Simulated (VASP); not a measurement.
# AlIn2N3 (P1) in VASP: notebook, part 2 of 3

VASP 6.6.1.

## (3) Single point, PBE

This run uses another cell than the first one, of 14.00 Å³/atom.

Input file INCAR:

```
ALGO     = Normal         # electronic algorithm
EDIFF    = 1E-6           # SCF threshold, eV
ENCUT    = 520            # plane-wave cutoff, eV
GGA      = PE             # functional
ISIF     = 2              # what is computed and relaxed
ISMEAR   = 0              # smearing method
ISYM     = 0            
LASPH    = True           # aspherical terms in the spheres
LCHARG   = False          # write CHGCAR
LREAL    = Auto         
LWAVE    = False          # write WAVECAR
NBANDS   = 106            # bands
NELM     = 60             # most SCF steps
PREC     = Accurate       # precision mode
SIGMA    = 0.1            # smearing width, eV
```

Input file KPOINTS:

```
k-points
0
Gamma
  3 3 3
```

Input file POSCAR:

```
AlIn2N3
1.0
    0.0049157422      5.9294511604      0.0071704376
    5.1368317479      2.9623372018     -5.5112120593
   -5.1352476532      2.9537962225     -5.5143287440
In Al N
8 4 12
Direct
    0.1596491782      0.5097987221      0.5042760058
    0.6576172235      0.0086770339      0.0015965213
    0.5709591145      0.7642714579      0.7480512633
    0.6758723492      0.3301442328      0.6623420551
    0.1546255267      0.8517840921      0.1832106533
    0.0744119218      0.5855265568      0.9291999950
    0.5687085234      0.0837667770      0.4264276928
    0.5846533521      0.4189576992      0.0935781822
    0.0746286772      0.2557647129      0.2532579256
    0.6613169904      0.6680253455      0.3412844822
    0.1571641864      0.1725870030      0.8398310047
    0.0893723768      0.9248455975      0.5841878249
    0.3029447848      0.9999546526      0.6646789977
    0.8486705292      0.4783134802      0.1825817738
    0.3540689054      0.6547106246      0.9875555582
    0.8960106642      0.1291444465      0.4615684632
    0.2646142447      0.3759663259      0.7395780044
    0.7563746917      0.8750730878      0.2391932450
    0.2920318753      0.7432849616      0.4131086937
    0.8008481715      0.2307222248      0.8933071743
    0.8745197110      0.8247832222      0.7884748684
    0.3263955560      0.3079845261      0.3094779156
    0.7560394878      0.5753427412      0.5478044584
    0.2387908454      0.0980944292      0.0589251293
```

Potentials or basis: VASP PAW PBE potentials, release 64 (In_d, Al, N).

Command:

```
$ cat potpaw_PBE.64/In_d/POTCAR potpaw_PBE.64/Al/POTCAR potpaw_PBE.64/N/POTCAR > POTCAR
$ mpirun -np 1 vasp_std > vasp.out
```

OUTCAR:

```text
EDIFF = 1E-6
   ENCUT = 520
   GGA = PE
   ISIF = 2
   ISMEAR = 0
   ISYM = 0
   LASPH = True
   LREAL = Auto
   NELM = 60
   PREC = Accurate

 ion  position               nearest neighbor table
   1  0.160  0.510  0.504-  23 2.16  17 2.18  22 2.20  19 2.20   8 3.38  10 3.39  12 3.39  10 3.39
                             5 3.41   3 3.41   4 3.41   9 3.43   6 3.43   7 3.43  11 3.46   4 3.46
   2  0.658  0.009  0.002-  20 2.16  18 2.18  21 2.20  24 2.21   8 3.38   3 3.39   9 3.39   5 3.39
[... 1669 lines left out ...]
  Total        0.0172139      0.1604188      0.1179914      0.0149348     -0.0102924     -0.0038644
  in kB        0.0820855      0.7649653      0.5626480      0.0712174     -0.0490799     -0.0184275
  external PRESSURE =       0.4698996 kB  Pullay stress =       0.0000000 kB

 VOLUME and BASIS-vectors are now :
 -----------------------------------------------------------------------------
  energy-cutoff  :      520.00
  volume of cell :      335.99
      direct lattice vectors                 reciprocal lattice vectors
     0.004915742  5.929451160  0.007170438    -0.000167577  0.168540448  0.090436155
     5.136831748  2.962337202 -5.511212059     0.097378759  0.000028915 -0.090668993
    -5.135247653  2.953796222 -5.514328744    -0.097323938  0.000190260 -0.090610391

 POSITION                                       TOTAL-FORCE (eV/Angst)
 -----------------------------------------------------------------------------------
      0.02995      3.94636     -5.58921         0.019247     -0.004042     -0.011566
      0.03961      3.92973     -0.05191        -0.005621     -0.003257      0.004128
      0.08731      7.85909     -8.33297         0.023697      0.002357     -0.002301
     -1.70207      6.94197     -5.46702        -0.003077      0.005945     -0.012911
      3.43540      3.98128     -5.70354        -0.013508      0.008850     -0.011778
     -1.76355      4.92042     -8.35034        -0.004004     -0.009739      0.002786
[... 16 lines left out ...]
      0.14604      7.80536     -6.18619         0.029275     -0.018566      0.010648
      0.20247      1.88054     -0.86384         0.029650     -0.014609     -0.022363
 -----------------------------------------------------------------------------------
    total drift:                               -0.004802      0.031115     -0.035083

  FREE ENERGIE OF THE ION-ELECTRON SYSTEM (eV)
  ---------------------------------------------------
  free  energy   TOTEN  =      -144.3682835964 eV

  energy  without entropy=     -144.3682835959  energy(sigma->0) =     -144.36828360
```

OSZICAR:

```text
N       E                     dE             d eps       ncg     rms          rms(c)
DAV:   1     0.243169526705E+04    0.24317E+04   -0.75770E+04  2984   0.213E+03
DAV:   2     0.440222327940E+03   -0.19915E+04   -0.19207E+04  2968   0.618E+02
DAV:   3    -0.991625317362E+02   -0.53938E+03   -0.50513E+03  3342   0.275E+02
DAV:   4    -0.171396195720E+03   -0.72234E+02   -0.71027E+02  4112   0.100E+02
DAV:   5    -0.173298288638E+03   -0.19021E+01   -0.18905E+01  4040   0.191E+01    0.334E+01
DAV:   6    -0.143574641039E+03    0.29724E+02   -0.12524E+02  4696   0.669E+01    0.304E+01
DAV:   7    -0.144640721830E+03   -0.10661E+01   -0.14993E+01  3560   0.140E+01    0.810E+00
DAV:   8    -0.144434325524E+03    0.20640E+00   -0.11934E+00  4600   0.577E+00    0.556E+00
DAV:   9    -0.144368740298E+03    0.65585E-01   -0.27425E-01  4816   0.421E+00    0.100E+00
DAV:  10    -0.144365847254E+03    0.28930E-02   -0.48073E-02  4376   0.165E+00    0.879E-01
DAV:  11    -0.144367233326E+03   -0.13861E-02   -0.14505E-02  4728   0.561E-01    0.532E-01
DAV:  12    -0.144368151114E+03   -0.91779E-03   -0.22637E-03  3928   0.246E-01    0.145E-01
DAV:  13    -0.144368280618E+03   -0.12950E-03   -0.40481E-04  4040   0.155E-01    0.829E-02
DAV:  14    -0.144368280777E+03   -0.15959E-06   -0.10031E-04  3688   0.487E-02    0.591E-02
DAV:  15    -0.144368283847E+03   -0.30703E-05   -0.22304E-05  3840   0.272E-02    0.262E-02
DAV:  16    -0.144368283596E+03    0.25102E-06   -0.38131E-06  2784   0.184E-02
   1 F= -.14436828E+03 E0= -.14436828E+03  d E =-.542370E-09
```

stdout:

```text
POSCAR found type information on POSCAR InAlN
 POSCAR found :  3 types and      24 ions
 scaLAPACK will be used
 LDA part: xc-table for (Slater+PW92), standard interpolation
 POSCAR, INCAR and KPOINTS ok, starting setup
 FFT: planning ... GRIDC
 FFT: planning ... GRID_SOFT
 FFT: planning ... GRID
 WAVECAR not read
 entering main loop
```

Run time: 19 min. Hardware: 1 thread of AMD EPYC 7R13 (Zen 3), shared host; peak memory 0.57 GiB.

What came out:

| Property | Result |
| --- | --- |
| Free energy | -144.3683 eV |
| Pressure | 0.0 GPa |
| Largest force | 0.040 eV/Å |
| Band gap on the k mesh | 0.80 eV |

Forces in eV/Å, atoms in the order of the input:
```
In   0.019 -0.004 -0.012
In  -0.006 -0.003  0.004
In   0.024  0.002 -0.002
In  -0.003  0.006 -0.013
In  -0.014  0.009 -0.012
In  -0.004 -0.010  0.003
In  -0.007 -0.004 -0.006
In  -0.011  0.001 -0.006
Al  -0.004  0.020  0.000
Al  -0.006 -0.008 -0.010
Al   0.008  0.003  0.021
Al  -0.003  0.018  0.001
N   -0.001 -0.028 -0.020
N   -0.024  0.011 -0.016
N   -0.007  0.005  0.002
N    0.009  0.013  0.018
N   -0.037 -0.015  0.006
N   -0.027 -0.018  0.024
N    0.003  0.027 -0.006
N    0.000  0.029  0.006
N    0.022  0.008  0.013
N    0.008 -0.032  0.020
N    0.029 -0.019  0.011
N    0.030 -0.015 -0.022
```

Caveat: spin-orbit coupling is left out, which moves the levels of the heavy elements.

## (4) Single point, PBE

Input file INCAR:

```
PREC = Accurate
ENCUT = 520
EDIFF = 1E-7
ISMEAR = 0
SIGMA = 0.1
LREAL = Auto
LASPH = T
NELM = 100
ALGO = Normal
ISIF = 2
LWAVE = F
LCHARG = T
GGA = PE
LELF = T
LVHAR = T
NBANDS = 106
ISYM = 0
```

Input file KPOINTS:

```
Automatic mesh
0
Gamma
  3 2 2
  0 0.5 0.5
```

Input file POSCAR:

```
AlIn2N3
1.0
    0.0039276067      5.9059841948      0.0053715937
    5.1507309643      2.9514157954     -5.5220693678
   -5.1442612136      2.9445916767     -5.5196912466
Al In N
4 8 12
Direct
    0.1565025792      0.5082625316      0.5004811812
    0.5890009800      0.7508226969      0.7440185873
    0.0705761085      0.2639019869      0.2632534575
    0.6716770104      0.6627715817      0.3456441257
    0.6488650596      0.0019542053      0.0085266172
    0.1625040626      0.1713194428      0.8396028837
    0.6628032967      0.3531473365      0.6615167419
    0.1654850943      0.8363990303      0.1742717474
    0.0728313461      0.5879378341      0.9234652271
    0.5715314567      0.0892613354      0.4226983741
    0.0872843591      0.9108408216      0.5833607279
    0.5699067305      0.4292266823      0.1019120850
    0.3703804099      0.9600015814      0.6603876441
    0.8575844756      0.4798682798      0.1784687566
    0.3766656885      0.6588995595      0.9550503495
    0.8722624400      0.1547846534      0.4641195345
    0.2555228079      0.4087355607      0.7077443060
    0.7582892374      0.8735094597      0.2416238671
    0.3081354321      0.6963819584      0.3979571795
    0.7558116986      0.2363655211      0.9015560493
    0.8243947140      0.8111585232      0.8088873288
    0.3054098999      0.3276515705      0.3313044127
    0.7834948296      0.5898715388      0.5541282778
    0.2349880179      0.0904034824      0.0914746402
```

Potentials or basis: VASP PAW PBE potentials, release 64 (Al, In_d, N).

Command:

```
$ cat potpaw_PBE.64/Al/POTCAR potpaw_PBE.64/In_d/POTCAR potpaw_PBE.64/N/POTCAR > POTCAR
$ mpirun -np 1 vasp_std > vasp.out
```

OUTCAR:

```text
PREC = Accurate
   ENCUT = 520
   EDIFF = 1E-7
   ISMEAR = 0
   LREAL = Auto
   LASPH = T
   NELM = 100
   ISIF = 2
   GGA = PE
   ISYM = 0

 ion  position               nearest neighbor table
   1  0.157  0.508  0.500-  17 1.91  22 1.94  19 1.95  23 1.96   4 3.28  12 3.28   3 3.28   2 3.30
                            11 3.31   7 3.33   8 3.37  10 3.40   7 3.42   9 3.43   6 3.48
   2  0.589  0.751  0.744-  21 1.89  13 1.90  15 1.92  23 1.95   7 3.26   4 3.26   1 3.30  11 3.37
                            11 3.39  10 3.40   9 3.40   5 3.41   6 3.45   9 3.48   8 3.50  12 3.50
   3  0.071  0.264  0.263-  16 1.90  24 1.91  14 1.92  22 1.92   4 3.26   7 3.28   1 3.28  10 3.38
                            12 3.39  12 3.41   9 3.42   5 3.43  10 3.45   6 3.46  11 3.47   8 3.48
   4  0.672  0.663  0.346-  18 1.91  14 1.94  23 1.94  19 1.96   7 3.22   3 3.26   2 3.26   1 3.28
                            12 3.31  11 3.36   9 3.40   8 3.42  10 3.43   8 3.47   5 3.48
   5  0.649  0.002  0.009-  20 2.15  24 2.16  21 2.16  18 2.17   8 3.33   6 3.36  10 3.40   9 3.40
                             2 3.41   3 3.43   4 3.48   8 3.49  11 3.50   6 3.50  12 3.52   7 3.60
   6  0.163  0.171  0.840-  20 2.15  13 2.16  24 2.17  17 2.17   5 3.36  10 3.39   9 3.39   8 3.45
                             2 3.45   3 3.46  11 3.47   7 3.47   1 3.48  12 3.48   7 3.50   5 3.50
[... 819 lines left out ...]
    100      12.0096      0.00000
 [bands above 100 left out]

------------------------ aborting loop because EDIFF is reached ----------------------------------------

  FORCE on cell =-STRESS in cart. coord.  units (eV):
  Direction    XX          YY          ZZ          XY          YZ          ZX
  --------------------------------------------------------------------------------------
  -------------------------------------------------------------------------------------
  Total        0.1950670      0.1156593      0.0693342     -0.0131183      0.0153514      0.0383047
  in kB        0.9305874      0.5517644      0.3307659     -0.0625823      0.0732356      0.1827367
  external PRESSURE =       0.6043726 kB  Pullay stress =       0.0000000 kB

 VOLUME and BASIS-vectors are now :
 -----------------------------------------------------------------------------
  energy-cutoff  :      520.00
  volume of cell :      335.84
      direct lattice vectors                 reciprocal lattice vectors
     0.003927607  5.905984195  0.005371594    -0.000091306  0.169237659  0.090368370
     5.150730964  2.951415795 -5.522069368     0.097113688  0.000017728 -0.090498899
    -5.144261214  2.944591677 -5.519691247    -0.097155618  0.000146962 -0.090543720

 POSITION                                       TOTAL-FORCE (eV/Angst)
 -----------------------------------------------------------------------------------
      0.04393      3.89811     -5.56832        -0.008395      0.011580      0.005087
      0.04217      7.88545     -8.24968         0.004088     -0.000808     -0.035939
      0.00532      1.97088     -2.90998        -0.008507     -0.004471      0.018609
      1.63831      6.94081     -5.56411         0.019973     -0.005417      0.001102
     -0.03125      3.86306     -0.05437         0.011069      0.001294     -0.004856
     -3.43608      3.93767     -5.57951        -0.016455     -0.009237      0.005169
[... 16 lines left out ...]
      0.19077      7.99995     -6.31172         0.030013      0.005786     -0.003343
     -0.00400      1.92401     -1.00286        -0.000405      0.000376     -0.025243
 -----------------------------------------------------------------------------------
    total drift:                               -0.001935      0.006691     -0.002947

  FREE ENERGIE OF THE ION-ELECTRON SYSTEM (eV)
  ---------------------------------------------------
  free  energy   TOTEN  =      -144.4595049552 eV

  energy  without entropy=     -144.4595049552  energy(sigma->0) =     -144.45950496
```

It took 13 min on 1 thread of Intel Xeon 8259CL, shared host; peak memory 0.51 GiB.

What came out:

* Free energy: -144.4595 eV
* Pressure: 0.1 GPa
* Largest force: 0.048 eV/Å
* Band gap on the k mesh: 2.04 eV

Forces on the atoms (eV/Å):
```
Al  -0.008  0.012  0.005
Al   0.004 -0.001 -0.036
Al  -0.009 -0.004  0.019
Al   0.020 -0.005  0.001
In   0.011  0.001 -0.005
In  -0.016 -0.009  0.005
In  -0.041  0.015  0.003
In   0.017 -0.002  0.007
In  -0.021 -0.001 -0.014
In   0.005  0.007 -0.004
In   0.025 -0.004 -0.010
In   0.005 -0.002  0.011
N   -0.037  0.022  0.013
N   -0.024  0.016 -0.021
N    0.032  0.013  0.023
N    0.034  0.014  0.003
N    0.043 -0.017  0.013
N   -0.040 -0.015  0.014
N   -0.032  0.006  0.009
N    0.005  0.003  0.001
N   -0.001 -0.032  0.022
N   -0.002 -0.023 -0.029
N    0.030  0.006 -0.003
N    0.000  0.000 -0.025
```

Caveat: spin-orbit coupling is left out, which moves the levels of the heavy elements; a shifted mesh leaves out Γ, where band edges can lie. A k mesh can miss the band edges.

(Part 2 of 3 ends here.)
